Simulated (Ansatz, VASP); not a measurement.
**One calculation of TaPb, two programs**

The input INCAR:

```
PREC = Accurate
ENCUT = 520
EDIFF = 1E-6
ISMEAR = 0
SIGMA = 0.1
LREAL = F
LASPH = T
NELM = 60
ALGO = Normal
ISIF = 2
LWAVE = F
LCHARG = T
GGA = PE
LELF = T
LVHAR = T
NBANDS = 33
```

The input KPOINTS:

```
Automatic mesh
0
Gamma
  6 6 4
```

Contents of POSCAR:

```
TaPb
1.0
    3.5698506754      0.0000000000      0.0000000000
    0.0000000000      3.5698506754      0.0000000000
    0.0000000000      0.0000000000      7.2774815532
Ta Pb
2 2
Direct
    0.0000000000      0.5000000000      0.0885524411
    0.5000000000      0.0000000000      0.9114475589
    0.0000000000      0.5000000000      0.6651672662
    0.5000000000      0.0000000000      0.3348327338
```

Input for Ansatz:

```yaml
crystal:
  lattice:
    - [3.5698506754, 0.0, 0.0]
    - [0.0, 3.5698506754, 0.0]
    - [0.0, 0.0, 7.2774815532]
  atoms:
    - { symbol: Ta, position: [0.0, 0.5, 0.0885524411] }
    - { symbol: Ta, position: [0.5, 0.0, 0.9114475589] }
    - { symbol: Pb, position: [0.0, 0.5, 0.6651672662] }
    - { symbol: Pb, position: [0.5, 0.0, 0.3348327338] }
basis:
  ecutwfc: 420
kpoints:
  mp_grid: { grid: [6, 6, 4] }
hamiltonian:
  xc: pbe
scf:
  occupations: { method: gaussian, width: 0.1 }
  lower_state_search: "off"
output:
  forces: true
  stress: true
  eigenvalues: true
```

Change from the starting cell: the structure that the rattled cell fell into.

Alike in both runs: task single point; functional PBE; k mesh 6 × 6 × 4; occupations gaussian, width 0.1 eV; no spin polarisation.

|  | VASP | Ansatz |
| --- | --- | --- |
| version | VASP 6.6.1 | Ansatz 0.2.0 |
| potentials or method | VASP PAW PBE potentials, release 64 (Ta_pv, Pb_d), cutoff 520 eV | scalar-relativistic, plane waves, PAW |
| valence electrons in the cell | 50 | 54 |

|  | VASP | Ansatz | Ansatz less VASP |
| --- | --- | --- | --- |
| gap on the k mesh at the Fermi level (eV) | none | none | - |
| pressure (GPa) | 1.4 | 1.4 | +0.01 |
| traceless stress, the component that is largest in VASP (GPa) | 2.82 | 2.82 | -0.006 |
| rms of the force components (eV/Å) | 0.019 | 0.022 | +0.0030 |

Atom by atom the forces differ by 0.003 eV/Å (rms over components). A gap of «none» marks a metal or a gap that the smearing closes. With one functional, cell and mesh, what is left measures potentials, basis and numerics. VASP's potentials hold 50 valence electrons a cell and Ansatz's 54, so a difference there can come from the potentials and not from the codes.

Spin-orbit coupling is off throughout.
